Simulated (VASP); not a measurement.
Input of a VASP 6.6.1 run:

The input INCAR:

```
SYSTEM = GaAs
PREC     = Accurate       ! precision mode
ENCUT    = 500            ! plane-wave cutoff, eV
EDIFF    = 1E-6           ! SCF threshold, eV
ISMEAR   = 0              ! smearing method
SIGMA    = 0.01           ! smearing width, eV
LREAL    = .False.        ! projectors in reciprocal space
LASPH    = .True.         ! aspherical terms in the spheres
NELM     = 120            ! most SCF steps
ALGO     = Normal         ! electronic algorithm
ISIF     = 2              ! what is computed and relaxed
LWAVE    = .False.        ! write WAVECAR
LCHARG   = .True.         ! write CHGCAR
GGA      = PE             ! functional
LELF     = .True.         ! ELF
LVHAR    = .True.       
NBANDS   = 16             ! bands
GGA_COMPAT= .False.
```

Contents of KPOINTS:

```
regular mesh
0
Gamma
  6 6 6
  0 0 0
```

POSCAR

```
GaAs
1.0
    0.0000000000      2.8432397069      2.8432397069
    2.8432397069      0.0000000000      2.8432397069
    2.8432397069      2.8432397069      0.0000000000
Ga As
1 1
Direct
    0.0000000000      0.0000000000      0.0000000000
    0.2500000000      0.2500000000      0.2500000000
```

Potentials or basis: VASP PAW PBE potentials, release 64 (Ga_d, As).

Launch:

```console
$ cat potpaw_PBE.64/Ga_d/POTCAR potpaw_PBE.64/As/POTCAR > POTCAR
$ mpirun -np 1 vasp_std > vasp.out
```

Problem. Predict the band gap on the k mesh.

Solution. 0.39 eV, direct.

Problem. Estimate the pressure.

Solution. 2.1 GPa.
